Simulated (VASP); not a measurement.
## GaSb: single point with PBE-based screened hybrid with 25 % exact exchange

The system is GaSb.

```xyz
2
Lattice="0.0000 3.0590 3.0590 3.0590 0.0000 3.0590 3.0590 3.0590 0.0000" Properties=species:S:1:pos:R:3 pbc="T T T"
Sb    4.5885    4.5885    4.5885
Ga    0.0000    0.0000    0.0000
```

```
Program                            : VASP 6.6.1
Task                               : single point
Functional                         : PBE-based screened hybrid with 25 % exact exchange
Potentials or basis                : VASP PAW PBE potentials, release 64 (Sb, Ga_d)
Cutoff                             : 520 eV
k mesh                             : 4 × 4 × 4
Occupations                        : fermi-dirac, width 0.05 eV
Spin                               : no spin polarisation
Dipole correction                  : no
Grid for exact exchange (PRECFOCK) : Normal
Share of exact exchange            : 0.25
Further INCAR settings             : ALGO = Normal; EDIFF = 1e-07; NBANDS = 16
Screening parameter                : 0.3 1/Å
```

```yaml
Pressure: 0.6 GPa
Band_gap_on_the_k_mesh: 0.73 eV
```

Levels at points of the mesh, in eV from the valence-band top:
```csv
k point,band 5,band 6,band 7,band 8,band 9,band 10,band 11,band 12,band 13,band 14
"(0.00, 0.00, 0.00)",-17.51,-12.41,0.00,0.00,0.00,0.73,3.32,3.32,3.32,6.51
"(0.50, 0.00, 0.00)",-17.51,-10.62,-6.78,-1.22,-1.22,0.94,4.31,4.31,7.14,10.22
"(0.50, 0.50, 0.00)",-17.50,-9.70,-7.27,-2.74,-2.74,1.36,1.69,9.68,9.68,11.04
```

Wall time 32 min on 1 thread of AMD EPYC 7R43 64-Core Processor (Zen 3), with other jobs on the host, peak memory 0.26 GiB.

Caveat: the k points lie up to 0.44 Å⁻¹ apart; the PAW data sets were made with another functional, which shifts forces and pressure a little; spin-orbit coupling is left out, which moves the levels of the heavy elements. A k mesh can miss the band edges.
